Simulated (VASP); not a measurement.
# ZrH in VASP: further runs

The runs below take ZrH through single point, relaxation of cell and atoms, with PBEsol.

All numbers are computed with VASP 6.6.1; they aren't measurements. Logs are shortened: lines on timing, memory, paths and dates and some standing lists are left out, and cuts for length are marked.

## Step 1: The cell of the first run

Symmetry: P4_2/mmc, No. 131, tetragonal system. Conventional cell: a = 3.190 Å, b = 3.190 Å, c = 4.991 Å, α = 90.00°, β = 90.00°, γ = 90.00°. Zr (site symmetry mmm) has 4 H at 2.03 Å within 2.7 Å. H (site symmetry -4m2) has 4 Zr at 2.03 Å and 2 H at 2.50 Å within 2.7 Å.

## Step 2: Single point, PBEsol

Contents of INCAR:

```
SYSTEM = ZrH
PREC = Accurate ; ENCUT = 520
EDIFF = 1E-6 ; ISMEAR = 0
SIGMA = 0.1 ; LREAL = .FALSE.
LASPH = .TRUE. ; NELM = 80
ALGO = Normal ; ISIF = 2
LWAVE = .FALSE. ; LCHARG = .TRUE.
GGA = PS ; LELF = .TRUE.
LVHAR = .TRUE. ; NBANDS = 21
```

Contents of KPOINTS:

```
Automatic mesh
0
G
  16 16 10
  0 0 0
```

Contents of POSCAR:

```
ZrH
1.0
    3.1902763251      0.0000000000      0.0000000000
    0.0000000000      3.1902763251      0.0000000000
    0.0000000000      0.0000000000      4.9905072820
Zr H
2 2
Direct
    0.0000000000      0.5000000000      0.0000000000
    0.5000000000      0.0000000000      0.5000000000
    0.0000000000      0.0000000000      0.7500000000
    0.0000000000      0.0000000000      0.2500000000
```

Potentials or basis: VASP PAW PBE potentials, release 64 (Zr_sv, H).

Started as:

```console
$ cat potpaw_PBE.64/Zr_sv/POTCAR potpaw_PBE.64/H/POTCAR > POTCAR
$ mpirun -np 1 vasp_std > vasp.out
```

OUTCAR:

```text
SYSTEM = ZrH
   PREC = Accurate
   ENCUT = 520
   EDIFF = 1E-6
   ISMEAR = 0
   LREAL = .FALSE.
   LASPH = .TRUE.
   NELM = 80
   ISIF = 2
   GGA = PS

 ion  position               nearest neighbor table
   1  0.000  0.500  0.000-   3 2.03   4 2.03   3 2.03   4 2.03   2 3.36   2 3.36   2 3.36   2 3.36
                             2 3.36   2 3.36   2 3.36   2 3.36
   2  0.500  0.000  0.500-   3 2.03   4 2.03   3 2.03   4 2.03   1 3.36   1 3.36   1 3.36   1 3.36
                             1 3.36   1 3.36   1 3.36   1 3.36
   3  0.000  0.000  0.750-   1 2.03   2 2.03   1 2.03   2 2.03
   4  0.000  0.000  0.250-   1 2.03   2 2.03   1 2.03   2 2.03

  LATTYP: Found a simple tetragonal cell.
 ALAT       =     3.1902763251
 C/A-ratio  =     1.5642868433

  Lattice vectors:

 A1 = (   3.1902763251,   0.0000000000,   0.0000000000)
 A2 = (   0.0000000000,   3.1902763251,   0.0000000000)
 A3 = (   0.0000000000,   0.0000000000,   4.9905072820)

Analysis of symmetry for initial positions (statically):
=====================================================================
 Subroutine PRICEL returns:
 Original cell was already a primitive cell.

 Routine SETGRP: Setting up the symmetry group for a
 simple tetragonal supercell.

 Subroutine GETGRP returns: Found 16 space group operations
 (whereof  8 operations were pure point group operations)
 out of a pool of 16 trial point group operations.

The static configuration has the point symmetry D_2h.
 The point group associated with its full space group is D_4h.

Analysis of symmetry for dynamics (positions and initial velocities):
=====================================================================
 Subroutine PRICEL returns:
 Original cell was already a primitive cell.

 Routine SETGRP: Setting up the symmetry group for a
 simple tetragonal supercell.

 Subroutine GETGRP returns: Found 16 space group operations
 (whereof  8 operations were pure point group operations)
 out of a pool of 16 trial point group operations.

The dynamic configuration has the point symmetry D_2h.
 The point group associated with its full space group is D_4h.

 Subroutine INISYM returns: Found 16 space group operations
 (whereof  8 operations are pure point group operations),
 and found     1 'primitive' translations

----------------------------------------------------------------------------------------

                                     Primitive cell

  volume of cell :      50.7927

  direct lattice vectors                    reciprocal lattice vectors
     3.190276325  0.000000000  0.000000000     0.313452472  0.000000000  0.000000000
     0.000000000  3.190276325  0.000000000     0.000000000  0.313452472  0.000000000
     0.000000000  0.000000000  4.990507282     0.000000000  0.000000000  0.200380431

  length of vectors
     3.190276325  3.190276325  4.990507282     0.313452472  0.313452472  0.200380431

  position of ions in fractional coordinates (direct lattice)
     0.000000000  0.500000000  0.000000000
     0.500000000  0.000000000  0.500000000
     0.000000000  0.000000000  0.750000000
     0.000000000  0.000000000  0.250000000

  ion indices of the primitive-cell ions
   primitive index   ion index
                 1           1
                 2           2
                 3           3
                 4           4

----------------------------------------------------------------------------------------

 KPOINTS: Automatic mesh

Automatic generation of k-mesh.
 Grid dimensions read from file:
 generate k-points for:   16   16   10

 Generating k-lattice:

  Cartesian coordinates                     Fractional coordinates (reciprocal lattice)
     0.019590779  0.000000000  0.000000000     0.062500000  0.000000000  0.000000000
     0.000000000  0.019590779  0.000000000     0.000000000  0.062500000  0.000000000
     0.000000000  0.000000000  0.020038043     0.000000000  0.000000000  0.100000000

  Length of vectors
     0.019590779  0.019590779  0.020038043

  Shift w.r.t. Gamma in fractional coordinates (k-lattice)
     0.000000000  0.000000000  0.000000000

 Subroutine IBZKPT returns following result:
 ===========================================

 Found    270 irreducible k-points:

 Following reciprocal coordinates:
            Coordinates               Weight
  0.000000  0.000000  0.000000      1.000000
  0.062500  0.000000  0.000000      4.000000
  0.125000  0.000000  0.000000      4.000000
  0.187500  0.000000  0.000000      4.000000
  0.250000  0.000000  0.000000      4.000000
  0.312500  0.000000  0.000000      4.000000
[... 16 lines left out ...]
  0.437500  0.125000  0.000000      8.000000
  0.500000  0.125000  0.000000      4.000000
 [... further k-points ...]
   k-points           NKPTS =    270   k-points in BZ     NKDIM =    270   number of bands    NBANDS=     21
   number of dos      NEDOS =    301   number of ions     NIONS =      4
   total plane-waves  NPLWV =  23040
   dimension x,y,z NGX =    24 NGY =   24 NGZ =   40
   dimension x,y,z NGXF=    48 NGYF=   48 NGZF=   80
   ions per type =               2   2
   NGX,Y,Z   is equivalent  to a cutoff of  12.51, 12.51, 13.32 a.u.
   NGXF,Y,Z  is equivalent  to a cutoff of  25.01, 25.01, 26.65 a.u.
 SYSTEM =  ZrH
   PREC   = accura    normal or accurate (medium, high low for compatibility)
   ISTART =      0    job   : 0-new  1-cont  2-samecut
   ICHARG =      2    charge: 1-file 2-atom 10-const
   ISPIN  =      1    spin polarized calculation?
   LNONCOLLINEAR =      F non collinear calculations
   LSORBIT =      F    spin-orbit coupling
   LASPH  =      T    aspherical Exc in radial PAW
   ENCUT  =  520.0 eV  38.22 Ry    6.18 a.u.   5.93  5.93  9.28*2*pi/ulx,y,z
   NELM   =     80;   NELMIN=  2; NELMDL= -5     # of ELM steps
   EDIFF  = 0.1E-05   stopping-criterion for ELM
   LREAL  =      F    real-space projection
   EDIFFG = 0.1E-04   stopping-criterion for IOM
   NSW    =      0    number of steps for IOM
   IBRION =     -1    ionic relax: 0-MD 1-quasi-New 2-CG
   NFREE  =      0    steps in history (QN), initial steepest desc. (CG)
   ISIF   =      2    stress and relaxation
   ISYM   =      2    0-nonsym 1-usesym 2-fastsym
   POTIM  = 0.5000    time-step for ionic-motion
   TEBEG  =    0.0;   TEEND  =   0.0 temperature during run
   PSTRESS=    0.0 pullay stress
   NELECT =      26.0000    total number of electrons
   NUPDOWN=      -1.0000    fix difference up-down
   EMIN   =  10.00;   EMAX   =-10.00  energy-range for DOS
   EFERMI =   0.00;   METHOD = LEGACY
   ISMEAR =     0;   SIGMA  =   0.10  broadening in eV -4-tet -1-fermi 0-gaus
   EFERMI_NEDOS =   21; number of points for ismear=-14 and -15
   IALGO  =     38    algorithm
   IMIX   =      4    mixing-type and parameters
     AMIX     =   0.40;   BMIX     =  1.00
     AMIX_MAG =   1.60;   BMIX_MAG =  1.00
  volume/ion in A,a.u.               =      12.70        85.69
  Fermi-wavevector in a.u.,A,eV,Ry     =   1.309580  2.474748 23.334004  1.715001
  Thomas-Fermi vector in A             =   2.440169
   LORBIT       =      0    0 simple, 1 ext, 2 COOP (PROOUT), +10 PAW based schemes
   GGA     = PS    functional components
   LHFCALC =     F    Hartree Fock is set to
   AEXX    =    0.0000 exact exchange contribution
   IVDW    =     0    specifies the selected vdW correction
   LEPSILON=     F    determine dielectric tensor
   LRPA    =     F    only Hartree local field effects (RPA)
 non-spin polarized calculation
 Gauss-broadening in eV      SIGMA  =   0.10
  energy-cutoff  :      520.00
  volume of cell :       50.79
 maximum number of plane-waves:      1394
 NGX is ok and might be reduce to    24
   NGX = 11   NGY = 11   NGZ = 19

 number of electron      25.9999999 magnetization

 Free energy of the ion-electron system (eV)
  ---------------------------------------------------
  ext. energy  EPLUGINS =         0.00000000
  ---------------------------------------------------
  free energy    TOTEN  =       -26.66423467 eV

  energy without entropy =      -26.65472283  energy(sigma->0) =      -26.65947875

 E-fermi :   8.3355     XC(G=0): -11.2708

 val. band max:        8.3337252933   @ k =   0.4375   0.0000   0.1000
 cond. band min:       8.3368410944   @ k =   0.4375   0.0625   0.1000
 fundamental gap:      0.0031158011
 Fermi energy:         8.3355184076

 k-point     1 :       0.0000    0.0000    0.0000
  band No.  band energies     occupation
      1     -40.3926      2.00000
      2     -40.2794      2.00000
      3     -18.8348      2.00000
      4     -18.2562      2.00000
      5     -18.2562      2.00000
      6     -18.0826      2.00000
[... 13 lines left out ...]
     20      13.2352      0.00000
     21      14.6219      0.00000

 k-point     2 :       0.0625    0.0000    0.0000
  band No.  band energies     occupation
      1     -40.3896      2.00000
      2     -40.2785      2.00000
      3     -18.8250      2.00000
      4     -18.2790      2.00000
      5     -18.2528      2.00000
      6     -18.0869      2.00000
[... 13 lines left out ...]
     20      13.1975      0.00000
     21      14.9361      0.00000

 k-point     3 :       0.1250    0.0000    0.0000
  band No.  band energies     occupation
      1     -40.3807      2.00000
      2     -40.2760      2.00000
      3     -18.7964      2.00000
      4     -18.3434      2.00000
      5     -18.2429      2.00000
      6     -18.1202      2.00000
[... 13 lines left out ...]
     20      13.2679      0.00000
     21      15.6471      0.00000
[... 457 lines left out ...]
 k-point    23 :       0.4375    0.1250    0.0000
  band No.  band energies     occupation
      1     -40.2887      2.00000
      2     -40.2673      2.00000
      3     -18.8197      2.00000
      4     -18.5949      2.00000
      5     -18.4483      2.00000
      6     -18.3057      2.00000
[... 13 lines left out ...]
     20      14.6750      0.00000
     21      16.1431      0.00000

 k-point    24 :       0.5000    0.1250    0.0000
  band No.  band energies     occupation
      1     -40.2790      2.00000
      2     -40.2731      2.00000
      3     -18.8414      2.00000
      4     -18.6153      2.00000
      5     -18.3932      2.00000
      6     -18.3551      2.00000
[... 13 lines left out ...]
     20      14.2397      0.00000
     21      16.3749      0.00000

 [... further k-points ...]
[... 5 lines left out ...]
  --------------------------------------------------------------------------------------
  -------------------------------------------------------------------------------------
  Total        0.0322835      0.0322835      0.0308687      0.0000000      0.0000000      0.0000000
  in kB        1.0183333      1.0183333      0.9737058      0.0000000      0.0000000      0.0000000
  external PRESSURE =       1.0034575 kB  Pullay stress =       0.0000000 kB

 VOLUME and BASIS-vectors are now :
 -----------------------------------------------------------------------------
  energy-cutoff  :      520.00
  volume of cell :       50.79
      direct lattice vectors                 reciprocal lattice vectors
     3.190276325  0.000000000  0.000000000     0.313452472  0.000000000  0.000000000
     0.000000000  3.190276325  0.000000000     0.000000000  0.313452472  0.000000000
     0.000000000  0.000000000  4.990507282     0.000000000  0.000000000  0.200380431

 POSITION                                       TOTAL-FORCE (eV/Angst)
 -----------------------------------------------------------------------------------
      0.00000      1.59514      0.00000         0.000000      0.000000      0.000000
      1.59514      0.00000      2.49525         0.000000      0.000000      0.000000
      0.00000      0.00000      3.74288         0.000000      0.000000      0.000000
      0.00000      0.00000      1.24763         0.000000      0.000000     -0.000000
 -----------------------------------------------------------------------------------
    total drift:                                0.000000      0.000000     -0.000000

  FREE ENERGIE OF THE ION-ELECTRON SYSTEM (eV)
  ---------------------------------------------------
  free  energy   TOTEN  =       -26.6642346734 eV

  energy  without entropy=      -26.6547228330  energy(sigma->0) =      -26.65947875
```

Wall time 4 min (1 thread of Intel Xeon 8259CL, shared host); peak memory 0.35 GiB.

What came out:

```yaml
Free_energy: -26.6642 eV
Pressure: 0.1 GPa
Band_gap_on_the_k_mesh: zero (bands 13 and 14 overlap by 1.02 eV)
```

Levels at points of the mesh, in eV from the Fermi level:
```
           k point  band 10  band 11  band 12  band 13  band 14  band 15  band 16  band 17
(0.00, 0.00, 0.00)    -3.49    -3.07    -2.87    -0.06     0.81     0.81     2.16     3.64
(0.50, 0.00, 0.00)    -5.49    -1.89    -0.82    -0.56    -0.25     1.80     2.04     2.43
(0.50, 0.50, 0.00)    -3.71    -2.97    -2.97    -1.90     3.10     3.98     4.43     4.43
(0.00, 0.00, 0.50)    -6.72    -1.77    -1.77    -0.09    -0.09     1.94     1.94     2.53
(0.50, 0.00, 0.50)    -3.91    -2.81    -0.25     0.18     0.63     0.75     1.25     4.13
(0.50, 0.50, 0.50)    -5.44    -2.06    -2.06    -0.28    -0.28     1.61     1.61     5.47
```

Caveat: the PAW data sets were made with another functional, which shifts forces and pressure a little.

## Step 3: Relaxation of cell and atoms, PBEsol

This run uses another cell than the first one, of 13.01 Å³/atom.

Contents of INCAR:

```
SYSTEM = ZrH
PREC = Accurate
ENCUT = 600
EDIFF = 1E-6
ISMEAR = 0
SIGMA = 0.1
LREAL = .FALSE.
LASPH = .TRUE.
NELM = 80
ALGO = Normal
ISIF = 3
LWAVE = .FALSE.
LCHARG = .FALSE.
GGA = PS
IBRION = 2
NSW = 100
EDIFFG = -0.005
```

Contents of KPOINTS:

```
Automatic mesh
0
G
  14 14 8
  0 0 0
```

Contents of POSCAR:

```
ZrH
1.0
    3.2427916985      0.0000000000      0.0000000000
    0.0000000000      3.2427916985      0.0000000000
    0.0000000000      0.0000000000      4.9480000000
Zr H
2 2
Direct
    0.0000000000      0.5000000000      0.0000000000
    0.5000000000      0.0000000000      0.5000000000
    0.0000000000      0.0000000000      0.7500000000
    0.0000000000      0.0000000000      0.2500000000
```

Potentials or basis: VASP PAW PBE potentials, release 64 (Zr_sv, H).

Started as:

```console
$ cat potpaw_PBE.64/Zr_sv/POTCAR potpaw_PBE.64/H/POTCAR > POTCAR
$ mpirun -np 1 vasp_std > vasp.out
```

Wall time 12 min (1 thread of Intel Xeon 8259CL, shared host); peak memory 0.32 GiB.

The run converged. Its results:

* Free energy: -26.6684 eV
* Relaxed volume: 12.71 Å³/atom
* Relaxed cell: a = 3.191 Å, b = 3.191 Å, c = 4.992 Å, α = 90.00°, β = 90.00°, γ = 90.00°
* Space group after relaxing (to 0.1 Å): P4_2/mmc (No. 131)
* Energy gained by relaxing: 3.6 meV/atom
* Ionic steps: 6
* Pressure after relaxing: 0.0 GPa
* Band gap on the k mesh: zero (bands 13 and 14 overlap by 0.91 eV)

The path:
```
step  energy change (eV)  largest force (eV/Å)  pressure (GPa)  volume (Å³)
   1              0.0000                0.0000           -2.52        52.03
   2             -0.0101                0.0000            0.99        50.51
   3             -0.0108                0.0000            0.26        50.81
   4             -0.0127                0.0000            0.19        50.82
   5             -0.0142                0.0000            0.05        50.83
   6             -0.0143                0.0000            0.04        50.83
```

Final structure:
```
CELL_PARAMETERS angstrom
3.19101 0.00000 0.00000
0.00000 3.19101 0.00000
0.00000 0.00000 4.99171
ATOMIC_POSITIONS crystal
Zr 0.00000 0.50000 0.00000
Zr 0.50000 0.00000 0.50000
H 0.00000 0.00000 0.75000
H 0.00000 0.00000 0.25000
```

Levels at points of the mesh, in eV from the Fermi level:
```csv
k point,band 11,band 12,band 13,band 14,band 15,band 16
"(0.00, 0.00, 0.00)",-3.07,-2.87,-0.05,0.81,0.81,2.16
"(0.50, 0.00, 0.00)",-1.89,-0.81,-0.55,-0.25,1.80,2.05
"(0.50, 0.50, 0.00)",-2.97,-2.97,-1.90,3.10,3.98,4.44
"(0.00, 0.00, 0.50)",-1.77,-1.77,-0.08,-0.08,1.94,1.94
"(0.50, 0.00, 0.50)",-2.81,-0.24,0.18,0.63,0.75,1.25
"(0.50, 0.50, 0.50)",-2.05,-2.05,-0.28,-0.28,1.61,1.61
```

Caveat: the PAW data sets were made with another functional, which shifts forces and pressure a little.

(Part 1 of 2 ends here.)
